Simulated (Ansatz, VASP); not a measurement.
**One calculation of GaP, two programs**

```xyz
2
Lattice="0.0000 2.7252 2.7252 2.7252 0.0000 2.7252 2.7252 2.7252 0.0000" Properties=species:S:1:pos:R:3 pbc="T T T"
Ga    0.0000    0.0000    0.0000
P     1.3626    1.3626    1.3626
```

Alike in both runs: task single point; functional RPBE; k mesh 5 × 5 × 5; no spin polarisation.

|  | VASP | Ansatz |
| --- | --- | --- |
| version | VASP 6.6.1 | Ansatz 0.2.0 |
| potentials or method | VASP PAW PBE potentials, release 64 (Ga_d, P) | plane waves, norm-conserving potentials |
| plane-wave cutoff (eV) | 520 | 1088 |
| occupations | gaussian, width 0.01 eV | fixed |
| valence electrons in the cell | 18 | 18 |

```tsv
	VASP	Ansatz	Ansatz less VASP
gap on the k mesh at the Fermi level (eV)	1.69	1.71	+0.028
```

VASP's potentials were made for PBE, not for RPBE.
